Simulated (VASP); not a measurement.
Write the native input for VASP 6.6.1 that does the following.

```
Task                   : single point
Functional             : r2SCAN
Potentials or basis    : VASP PAW PBE potentials, release 64 (Zr_sv, O)
Cutoff                 : 660 eV
k mesh                 : 9 × 9 × 9
Occupations            : fermi-dirac, width 0.1 eV
Spin                   : no spin polarisation
Dipole correction      : no
Further INCAR settings : ALGO = Normal; EDIFF = 1e-06; NBANDS = 19
```

The system is ZrO2.

```
Zr O
1.0
     0.00000    2.57430    2.57430
     2.57430    0.00000    2.57430
     2.57430    2.57430    0.00000
Zr O
1 2
Cartesian
  0.0000 0.0000 0.0000
  1.2871 1.2871 1.2871
  3.8614 3.8614 3.8614
```

The input as run:

POSCAR

```
ZrO2
1.0
    0.0000000000      2.5742961700      2.5742961700
    2.5742961700      0.0000000000      2.5742961700
    2.5742961700      2.5742961700      0.0000000000
Zr O
1 2
Direct
    0.0000000000      0.0000000000      0.0000000000
    0.2500000000      0.2500000000      0.2500000000
    0.7500000000      0.7500000000      0.7500000000
```

INCAR.step1

```
SYSTEM = ZrO2
  PREC = Accurate
  ENCUT = 660
  ISMEAR = -1
  SIGMA = 0.1
  LREAL = .False.
  LASPH = .True.
  NELM = 120
  NBANDS = 19
  GGA = PE
  ALGO = Normal
  EDIFF = 1E-5
  LWAVE = .True.
  LCHARG = .False.
  GGA_COMPAT = .False.
```

INCAR.step2

```
SYSTEM = ZrO2
  PREC = Accurate
  ENCUT = 660
  EDIFF = 1E-6
  ISMEAR = -1
  SIGMA = 0.1
  LREAL = .False.
  LASPH = .True.
  NELM = 120
  ALGO = Normal
  ISIF = 2
  LWAVE = .False.
  LCHARG = .False.
  METAGGA = R2SCAN
  LMIXTAU = .True.
  NBANDS = 19
  ISTART = 1
  GGA_COMPAT = .False.
```

KPOINTS

```
Automatic mesh
0
Gamma
  9 9 9
  0 0 0
```

Potentials or basis: VASP PAW PBE potentials, release 64 (Zr_sv, O).

The run is started by

```bash
$ cat potpaw_PBE.64/Zr_sv/POTCAR potpaw_PBE.64/O/POTCAR > POTCAR
$ cp INCAR.step1 INCAR
$ mpirun -np 1 vasp_std > vasp.out
$ cp INCAR.step2 INCAR
$ mpirun -np 1 vasp_std > vasp.out
```

It gave:

| Item | Value |
| --- | --- |
| Pressure | -8.3 GPa |
| Band gap on the k mesh | 3.82 eV, indirect (least direct gap 4.29 eV) |

Caveat: the PAW data sets were made with another functional, which shifts forces and pressure a little.

It took 3.7 min on 1 thread of Intel Xeon 8259CL (shared host), peak memory 0.2 GiB.
